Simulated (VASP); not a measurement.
# TaRu (P4/mmm) in VASP: notebook, part 2 of 2

VASP 6.6.1.

## 4. Electric field gradients, LDA (15.16 Å³/atom)

This run uses another cell than the first one, of 15.16 Å³/atom.

Input file INCAR:

```
SYSTEM = TaRu
ALGO     = Normal         ! electronic algorithm
EDIFF    = 1E-8           ! SCF threshold, eV
ENCUT    = 420            ! plane-wave cutoff, eV
GGA_COMPAT= .FALSE.      
ISIF     = 2              ! what is computed and relaxed
ISMEAR   = -1             ! smearing method
LASPH    = .TRUE.         ! aspherical terms in the spheres
LCHARG   = .FALSE.        ! write CHGCAR
LEFG     = .TRUE.       
LREAL    = .FALSE.        ! projectors in reciprocal space
LWAVE    = .FALSE.        ! write WAVECAR
NBANDS   = 22             ! bands
NELM     = 120            ! most SCF steps
PREC     = Accurate       ! precision mode
SIGMA    = 0.05           ! smearing width, eV
```

Input file KPOINTS:

```
k-points
0
G
  11 11 10
  0 0 0
```

Input file POSCAR:

```
TaRu
1.0
    3.0117381852      0.0000000000      0.0000000000
    0.0000000000      3.0117381852      0.0000000000
    0.0000000000      0.0000000000      3.3431970880
Ta Ru
1 1
Direct
    0.5000000000      0.5000000000      0.5000000000
    0.0000000000      0.0000000000      0.0000000000
```

Potentials or basis: VASP PAW LDA potentials, release 64 (Ta_sv_GW, Ru_sv).

Started as:

```console
cat potpaw_LDA.64/Ta_sv_GW/POTCAR potpaw_LDA.64/Ru_sv/POTCAR > POTCAR
mpirun -np 1 vasp_std > vasp.out
```

OUTCAR:

```text
SYSTEM = TaRu
   EDIFF = 1E-8
   ENCUT = 420
   ISIF = 2
   ISMEAR = -1
   LASPH = .TRUE.
   LREAL = .FALSE.
   NELM = 120
   PREC = Accurate

 ion  position               nearest neighbor table
   1  0.500  0.500  0.500-   2 2.71   2 2.71   2 2.71   2 2.71   2 2.71   2 2.71   2 2.71   2 2.71

   2  0.000  0.000  0.000-   1 2.71   1 2.71   1 2.71   1 2.71   1 2.71   1 2.71   1 2.71   1 2.71

  LATTYP: Found a simple tetragonal cell.
 ALAT       =     3.0117381852
 C/A-ratio  =     1.1100556829

  Lattice vectors:

 A1 = (   3.0117381852,   0.0000000000,   0.0000000000)
 A2 = (   0.0000000000,   3.0117381852,   0.0000000000)
 A3 = (   0.0000000000,   0.0000000000,   3.3431970880)

Analysis of symmetry for initial positions (statically):
=====================================================================
 Subroutine PRICEL returns:
 Original cell was already a primitive cell.

 Routine SETGRP: Setting up the symmetry group for a
 simple tetragonal supercell.

[... 788 lines left out ...]
      direct lattice vectors                 reciprocal lattice vectors
     3.011738185  0.000000000  0.000000000     0.332034174  0.000000000  0.000000000
     0.000000000  3.011738185  0.000000000     0.000000000  0.332034174  0.000000000
     0.000000000  0.000000000  3.343197088     0.000000000  0.000000000  0.299114881

 POSITION                                       TOTAL-FORCE (eV/Angst)
 -----------------------------------------------------------------------------------
      1.50587      1.50587      1.67160         0.000000      0.000000      0.000000
      0.00000      0.00000      0.00000         0.000000      0.000000      0.000000
 -----------------------------------------------------------------------------------
    total drift:                                0.000000      0.000000      0.000000

  FREE ENERGIE OF THE ION-ELECTRON SYSTEM (eV)
  ---------------------------------------------------
  free  energy   TOTEN  =       -26.5659053625 eV

  energy  without entropy=      -26.5465662597  energy(sigma->0) =      -26.55623581

 Electric field gradients (V/A^2)
---------------------------------------------------------------------
 ion       V_xx      V_yy      V_zz      V_xy      V_xz      V_yz
---------------------------------------------------------------------
   1      -4.871    -4.871     9.742     0.000     0.000    -0.000
   2     -16.614   -16.614    33.227    -0.000     0.000    -0.000
---------------------------------------------------------------------

 Electric field gradients after diagonalization (V/A^2)
 (convention: |V_zz| > |V_xx| > |V_yy|)
----------------------------------------------------------------------
 ion       V_xx      V_yy      V_zz     asymmetry (V_yy - V_xx)/ V_zz
----------------------------------------------------------------------
   1      -4.871    -4.871     9.742       0.000
   2     -16.614   -16.614    33.227       0.000
----------------------------------------------------------------------

           NMR quadrupolar parameters

 Cq : quadrupolar parameter    Cq=e*Q*V_zz/h
 eta: asymmetry parameters     (V_yy - V_xx)/ V_zz
 Q  : nuclear electric quadrupole moment in mb (millibarn)
----------------------------------------------------------------------
 ion       Cq(MHz)       eta       Q (mb)
----------------------------------------------------------------------
   1       0.024       0.000       1.000
   2       0.080       0.000       1.000
----------------------------------------------------------------------
```

stdout:

```text
POSCAR found type information on POSCAR TaRu
 POSCAR found :  2 types and       2 ions
 scaLAPACK will be used
 LDA part: xc-table for (Slater(with rela. corr.)+CA(PZ))
 , standard interpolation
 POSCAR, INCAR and KPOINTS ok, starting setup
 FFT: planning ... GRIDC
 FFT: planning ... GRID_SOFT
 FFT: planning ... GRID
 WAVECAR not read
 entering main loop
ion   1

ion   2
```

Wall time 23 s (1 thread of Intel Xeon 6975P-C (Granite Rapids), shared host); peak memory 0.17 GiB.

Results:

* Free energy: -26.5659 eV
* Pressure: -0.5 GPa
* Band gap on the k mesh: zero (an odd number of electrons rules out a gap without spin polarisation)
* Largest electric field gradient by atom: Ta +9.7; Ru +33.2 V/Å²

Electric field gradients, principal values (V/Å²):
```csv
atom,least,middle,greatest (by size)
1 Ta,-4.871,-4.871,9.742
2 Ru,-16.614,-16.614,33.227
```

Caveat: without QUAD_EFG the Cq values of the log hold for a quadrupole moment of 1 mb, not for the nuclei; spin-orbit coupling is left out, which moves the levels of the heavy elements.

## 5. Electric field gradients, LDA (14.85 Å³/atom)

This run uses another cell than the first one, of 14.85 Å³/atom.

Input file INCAR:

```
SYSTEM = TaRu
  PREC = Accurate
  ENCUT = 420
  EDIFF = 1E-8
  ISMEAR = -1
  SIGMA = 0.05
  LREAL = .FALSE.
  LASPH = .TRUE.
  NELM = 120
  ALGO = Normal
  ISIF = 2
  LWAVE = .FALSE.
  LCHARG = .FALSE.
  LEFG = .TRUE.
  NBANDS = 22
  GGA_COMPAT = .FALSE.
```

Input file KPOINTS:

```
Automatic mesh
0
G
  11 11 10
  0 0 0
```

Input file POSCAR:

```
TaRu
1.0
    2.9906763899      0.0000000000      0.0000000000
    0.0000000000      2.9906763899      0.0000000000
    0.0000000000      0.0000000000      3.3198173224
Ta Ru
1 1
Direct
    0.5000000000      0.5000000000      0.5000000000
    0.0000000000      0.0000000000      0.0000000000
```

Potentials or basis: VASP PAW LDA potentials, release 64 (Ta_sv_GW, Ru_sv).

Started as:

```console
cat potpaw_LDA.64/Ta_sv_GW/POTCAR potpaw_LDA.64/Ru_sv/POTCAR > POTCAR
mpirun -np 1 vasp_std > vasp.out
```

OUTCAR:

```text
SYSTEM = TaRu
   PREC = Accurate
   ENCUT = 420
   EDIFF = 1E-8
   ISMEAR = -1
   LREAL = .FALSE.
   LASPH = .TRUE.
   NELM = 120
   ISIF = 2

 ion  position               nearest neighbor table
   1  0.500  0.500  0.500-   2 2.69   2 2.69   2 2.69   2 2.69   2 2.69   2 2.69   2 2.69   2 2.69

   2  0.000  0.000  0.000-   1 2.69   1 2.69   1 2.69   1 2.69   1 2.69   1 2.69   1 2.69   1 2.69

  LATTYP: Found a simple tetragonal cell.
 ALAT       =     2.9906763899
 C/A-ratio  =     1.1100556829

  Lattice vectors:

 A1 = (   2.9906763899,   0.0000000000,   0.0000000000)
 A2 = (   0.0000000000,   2.9906763899,   0.0000000000)
 A3 = (   0.0000000000,   0.0000000000,   3.3198173224)

Analysis of symmetry for initial positions (statically):
=====================================================================
 Subroutine PRICEL returns:
 Original cell was already a primitive cell.

 Routine SETGRP: Setting up the symmetry group for a
 simple tetragonal supercell.

 Subroutine GETGRP returns: Found 16 space group operations
 (whereof 16 operations were pure point group operations)
 out of a pool of 16 trial point group operations.

The static configuration has the point symmetry D_4h.

Analysis of symmetry for dynamics (positions and initial velocities):
=====================================================================
 Subroutine PRICEL returns:
 Original cell was already a primitive cell.

 Routine SETGRP: Setting up the symmetry group for a
 simple tetragonal supercell.

 Subroutine GETGRP returns: Found 16 space group operations
 (whereof 16 operations were pure point group operations)
 out of a pool of 16 trial point group operations.

[... 149 lines left out ...]

 val. band max:       13.9985023494   @ k =   0.2727   0.0000   0.2000
 cond. band min:      14.0026328774   @ k =   0.2727   0.0909   0.1000
 fundamental gap:      0.0041305280
 Fermi energy:        14.0009801979

 k-point     1 :       0.0000    0.0000    0.0000
  band No.  band energies     occupation
      1     -58.6033      2.00000
      2     -53.8973      2.00000
      3     -28.8670      2.00000
      4     -28.7842      2.00000
      5     -28.7842      2.00000
      6     -20.5564      2.00000
[... 589 lines left out ...]
     21      23.8401      0.00000
     22      26.7263      0.00000

 [... further k-points ...]
[... 5 lines left out ...]
  --------------------------------------------------------------------------------------
  -------------------------------------------------------------------------------------
  Total        1.0633792      1.0633792      1.1074916      0.0000000      0.0000000     -0.0000000
  in kB       57.3780381     57.3780381     59.7582685      0.0000000      0.0000000     -0.0000000
  external PRESSURE =      58.1714482 kB  Pullay stress =       0.0000000 kB

 VOLUME and BASIS-vectors are now :
 -----------------------------------------------------------------------------
  energy-cutoff  :      420.00
  volume of cell :       29.69
      direct lattice vectors                 reciprocal lattice vectors
     2.990676390  0.000000000  0.000000000     0.334372520  0.000000000  0.000000000
     0.000000000  2.990676390  0.000000000     0.000000000  0.334372520  0.000000000
     0.000000000  0.000000000  3.319817322     0.000000000  0.000000000  0.301221393

 POSITION                                       TOTAL-FORCE (eV/Angst)
 -----------------------------------------------------------------------------------
      1.49534      1.49534      1.65991         0.000000      0.000000      0.000000
      0.00000      0.00000      0.00000         0.000000      0.000000      0.000000
 -----------------------------------------------------------------------------------
    total drift:                                0.000000      0.000000      0.000000

  FREE ENERGIE OF THE ION-ELECTRON SYSTEM (eV)
  ---------------------------------------------------
  free  energy   TOTEN  =       -26.5491352219 eV

  energy  without entropy=      -26.5301856572  energy(sigma->0) =      -26.53966044

 Electric field gradients (V/A^2)
---------------------------------------------------------------------
 ion       V_xx      V_yy      V_zz      V_xy      V_xz      V_yz
---------------------------------------------------------------------
   1      -3.889    -3.889     7.778    -0.000    -0.000    -0.000
   2     -18.762   -18.762    37.523    -0.000    -0.000    -0.000
---------------------------------------------------------------------

 Electric field gradients after diagonalization (V/A^2)
 (convention: |V_zz| > |V_xx| > |V_yy|)
----------------------------------------------------------------------
 ion       V_xx      V_yy      V_zz     asymmetry (V_yy - V_xx)/ V_zz
----------------------------------------------------------------------
   1      -3.889    -3.889     7.778       0.000
   2     -18.762   -18.762    37.523       0.000
----------------------------------------------------------------------

           NMR quadrupolar parameters

 Cq : quadrupolar parameter    Cq=e*Q*V_zz/h
 eta: asymmetry parameters     (V_yy - V_xx)/ V_zz
 Q  : nuclear electric quadrupole moment in mb (millibarn)
----------------------------------------------------------------------
 ion       Cq(MHz)       eta       Q (mb)
----------------------------------------------------------------------
   1       0.019       0.000       1.000
   2       0.091       0.000       1.000
----------------------------------------------------------------------
```

OSZICAR:

```text
N       E                     dE             d eps       ncg     rms          rms(c)
DAV:   1     0.265502325105E+03    0.26550E+03   -0.15206E+04  5592   0.118E+03
DAV:   2    -0.167528378234E+02   -0.28226E+03   -0.27152E+03  6436   0.410E+02
DAV:   3    -0.281947497446E+02   -0.11442E+02   -0.11362E+02  7428   0.807E+01
DAV:   4    -0.283382446989E+02   -0.14349E+00   -0.14344E+00  6096   0.756E+00
DAV:   5    -0.283428333852E+02   -0.45887E-02   -0.45887E-02  7482   0.942E-01    0.918E+01
DAV:   6    -0.269658086808E+02    0.13770E+01   -0.31574E+00  6126   0.950E+00    0.698E+01
DAV:   7    -0.300095211723E+02   -0.30437E+01   -0.21194E+01  5958   0.294E+01    0.259E+01
DAV:   8    -0.265774682827E+02    0.34321E+01   -0.14646E+01  5908   0.222E+01    0.635E+00
DAV:   9    -0.265496239764E+02    0.27844E-01   -0.30637E-01  6120   0.355E+00    0.235E+00
DAV:  10    -0.265493500339E+02    0.27394E-03   -0.42395E-03  6426   0.477E-01    0.129E+00
DAV:  11    -0.265491639083E+02    0.18613E-03   -0.71639E-04  6432   0.254E-01    0.957E-01
DAV:  12    -0.265491499231E+02    0.13985E-04   -0.11483E-04  6222   0.116E-01    0.524E-01
DAV:  13    -0.265491359984E+02    0.13925E-04   -0.34342E-05  6192   0.472E-02    0.214E-01
DAV:  14    -0.265491352293E+02    0.76909E-06   -0.24967E-06  6492   0.128E-02    0.472E-02
DAV:  15    -0.265491352260E+02    0.33288E-08   -0.14044E-07  6222   0.279E-03    0.105E-02
DAV:  16    -0.265491352219E+02    0.40654E-08   -0.10385E-08  3780   0.970E-04
   1 F= -.26549135E+02 E0= -.26539660E+02  d E =-.189496E-01
```

stdout:

```text
POSCAR found type information on POSCAR TaRu
 POSCAR found :  2 types and       2 ions
 scaLAPACK will be used
 LDA part: xc-table for (Slater(with rela. corr.)+CA(PZ))
 , standard interpolation
 POSCAR, INCAR and KPOINTS ok, starting setup
 FFT: planning ... GRIDC
 FFT: planning ... GRID_SOFT
 FFT: planning ... GRID
 WAVECAR not read
 entering main loop
ion   1

ion   2
```

Run time: 45 s. Hardware: 1 thread of Intel Xeon Platinum 8259CL at 2.50GHz (Skylake/Cascade Lake), shared host; peak memory 0.18 GiB.

What came out:

* Free energy: -26.5491 eV
* Pressure: 5.8 GPa
* Band gap on the k mesh: zero (an odd number of electrons rules out a gap without spin polarisation)
* Largest electric field gradient by atom: Ta +7.8; Ru +37.5 V/Å²

Stress tensor (GPa, compression positive):
```
5.74 0.00 0.00
0.00 5.74 0.00
0.00 0.00 5.98
```

Levels at points of the mesh, in eV from the Fermi level:
```tsv
k point	band 13	band 14	band 15	band 16	band 17	band 18
(0.00, 0.00, 0.00)	-2.56	-1.62	0.44	1.91	4.66	4.81
(0.00, 0.00, 0.50)	-1.92	-1.92	-0.86	0.16	0.80	0.80
```

Electric field gradients, principal values (V/Å²):
| atom | least | middle | greatest (by size) |
| --- | --- | --- | --- |
| 1 Ta | -3.889 | -3.889 | 7.778 |
| 2 Ru | -18.762 | -18.762 | 37.523 |

Caveat: the cell stands under pressure; without QUAD_EFG the Cq values of the log hold for a quadrupole moment of 1 mb, not for the nuclei; spin-orbit coupling is left out, which moves the levels of the heavy elements.

## 6. Overview

| cell | gap on the mesh (eV) | pressure (GPa) |
| --- | --- | --- |
| a = 3.053, b = 3.053, c = 3.321 Å, 2 atoms | none | -6.5 |
| a = 3.033, b = 3.033, c = 3.366 Å, 2 atoms | none | -6.2 |
| a = 3.012, b = 3.012, c = 3.343 Å, 2 atoms | none | -0.5 |
| a = 2.991, b = 2.991, c = 3.320 Å, 2 atoms | none | 5.8 |

Alike in all rows: task electric field gradients; level LDA; potentials or basis VASP PAW LDA potentials, release 64 (Ta_sv_GW, Ru_sv); no spin polarisation; k mesh 11 × 11 × 10; cutoff (eV) 420; smearing fermi-dirac 0.05 eV.

Caveats: spin-orbit coupling is left out, which moves the levels of the heavy elements; the cell stands under tension (at least some runs); the cell stands under pressure (at least some runs).

Absolute energies hang on the potentials; compare differences alone.

The gap in the log of VASP goes by the Fermi energy; the results here count the filled bands.